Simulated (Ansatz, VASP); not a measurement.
# Two plane-wave programs on CsH

File POSCAR:

```
CsH
1.0
    0.0000000000      3.4632734098      2.7013532597
    3.4632734098      0.0000000000      2.7013532597
    3.4632734098      3.4632734098      0.0000000000
Cs H
1 1
Direct
    0.0000000000      0.0000000000      0.0000000000
    0.5000000000      0.5000000000      0.5000000000
```

Contents of INCAR.step1:

```
PREC     = Accurate       # precision mode
ENCUT    = 520            # plane-wave cutoff, eV
ISMEAR   = 0              # smearing method
SIGMA    = 0.05           # smearing width, eV
LREAL    = False          # projectors in reciprocal space
LASPH    = True           # aspherical terms in the spheres
NELM     = 100            # most SCF steps
NBANDS   = 12             # bands
GGA      = PE             # functional
ALGO     = Normal         # electronic algorithm
EDIFF    = 1E-4           # SCF threshold, eV
LWAVE    = True           # write WAVECAR
LCHARG   = False          # write CHGCAR
```

The input INCAR.step2:

```
PREC     = Accurate       # precision mode
ENCUT    = 520            # plane-wave cutoff, eV
EDIFF    = 1E-6           # SCF threshold, eV
ISMEAR   = 0              # smearing method
SIGMA    = 0.05           # smearing width, eV
LREAL    = False          # projectors in reciprocal space
LASPH    = True           # aspherical terms in the spheres
NELM     = 100            # most SCF steps
ALGO     = Normal         # electronic algorithm
ISIF     = 2              # what is computed and relaxed
LWAVE    = False          # write WAVECAR
LCHARG   = True           # write CHGCAR
METAGGA  = R2SCAN         # meta-GGA
LMIXTAU  = True         
LELF     = True           # ELF
LVHAR    = True         
NBANDS   = 12             # bands
ISTART   = 1
```

KPOINTS

```
regular mesh
0
Gamma
  8 8 8
```

Input for Ansatz:

```yaml
crystal:
  lattice:
    - [0.0, 3.4632734098, 2.7013532597]
    - [3.4632734098, 0.0, 2.7013532597]
    - [3.4632734098, 3.4632734098, 0.0]
  atoms:
    - { symbol: Cs, position: [0.0, 0.0, 0.0] }
    - { symbol: H, position: [0.5, 0.5, 0.5] }
basis:
  ecutwfc: 500
kpoints:
  mp_grid: { grid: [8, 8, 8] }
hamiltonian:
  xc: r2scan
scf:
  occupations: { method: gaussian, width: 0.05 }
output:
  forces: true
  stress: true
  eigenvalues: true
```

Alike in both runs: task single point; functional r2SCAN; k mesh 8 × 8 × 8; occupations gaussian, width 0.05 eV; no spin polarisation.

```csv
,VASP,Ansatz
version,VASP 6.6.1,Ansatz 0.2.0
potentials or method,"VASP PAW PBE potentials, release 64 (Cs_sv, H), cutoff 520 eV","scalar-relativistic, plane waves, PAW"
valence electrons in the cell,10,10
```

|  | VASP | Ansatz | Ansatz less VASP |
| --- | --- | --- | --- |
| gap on the k mesh at the Fermi level (eV) | 2.26 | 2.29 | +0.026 |
| least direct gap on the mesh (eV) | 2.26 | 2.29 | +0.026 |
| pressure (GPa) | 1.9 | 1.8 | -0.06 |
| traceless stress, the component that is largest in VASP (GPa) | 5.95 | 5.83 | -0.123 |

VASP's potentials were made for PBE, not for r2SCAN. The functional is the same, so the differences come from potentials, cutoffs and numerics.

Spin-orbit coupling is off throughout.
